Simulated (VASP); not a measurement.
**HC18F: single point with PBE**

HC18F, a slab with vacuum:

```
C F H
1.0
     7.39800    0.00000    0.00000
    -3.69900    6.40686    0.00000
     0.00000    0.00000   12.00000
C F H
18 1 1
Direct
  0.99752 0.99562 0.07583
  0.22043 0.10716 0.07742
  0.99880 0.32836 0.07782
  0.21901 0.43848 0.07908
  0.99699 0.66044 0.07585
  0.22101 0.77234 0.07748
  0.33243 0.99517 0.07695
  0.55186 0.10489 0.07460
  0.33029 0.32693 0.07778
  0.55427 0.43904 0.07529
  0.33081 0.66246 0.07780
  0.55369 0.77373 0.07530
  0.66314 0.99313 0.07359
  0.88727 0.10497 0.07475
  0.66371 0.32911 0.07365
  0.88669 0.44083 0.07473
  0.66568 0.66179 0.07489
  0.88534 0.77164 0.07489
  0.75122 0.20448 0.28927
  0.86440 0.26014 0.23836
```

| Item | Value |
| --- | --- |
| Program | VASP 6.6.1 |
| Task | single point |
| Functional | PBE |
| Potentials or basis | VASP PAW PBE potentials, release 64 (C, F, H) |
| Cutoff | 520 eV |
| k mesh | 2 × 2 × 1 |
| Occupations | gaussian, width 0.02 eV |
| Spin | no spin polarisation |

The largest force is 0.460 eV/Å and the band gap on the k mesh is 0.17 eV.

Forces in eV/Å, atoms in the order of the input:
```
C   -0.004  0.009  0.002
C   -0.007  0.009 -0.036
C    0.027  0.004 -0.206
C   -0.007 -0.010 -0.090
C   -0.008 -0.006  0.000
C    0.005  0.003 -0.036
C   -0.003 -0.007 -0.065
C   -0.016 -0.013 -0.120
C   -0.009 -0.015 -0.036
C    0.000 -0.003  0.005
C   -0.012  0.005 -0.035
C   -0.012  0.010  0.007
C   -0.023 -0.001 -0.021
C    0.005  0.026 -0.014
C   -0.006 -0.013 -0.016
C    0.014 -0.008 -0.015
C   -0.002 -0.007  0.023
C    0.001 -0.007  0.022
F    0.128  0.074  0.435
H   -0.070 -0.050  0.194
```

Levels at points of the mesh, in eV from the valence-band top:
```
           k point  band 37  band 38  band 39  band 40  band 41  band 42  band 43  band 44
(0.00, 0.00, 0.00)    -2.95    -2.94    -0.02     0.00     0.17     0.22     3.43     4.58
(0.50, 0.00, 0.00)    -2.56    -2.53    -2.49    -2.25     1.78     2.50     2.60     2.62
(0.00, 0.50, 0.00)    -2.57    -2.50    -2.47    -2.24     1.76     2.54     2.58     2.63
(0.50, 0.50, 0.00)    -2.57    -2.50    -2.46    -2.24     1.76     2.54     2.58     2.62
```

It took 6.4 min on 1 thread of Intel(R) Xeon(R) Platinum 8259CL CPU @ 2.50GHz (Skylake/Cascade Lake), with other jobs on the host, peak memory 0.6 GiB.

Caveat: the k points lie up to 0.49 Å⁻¹ apart.
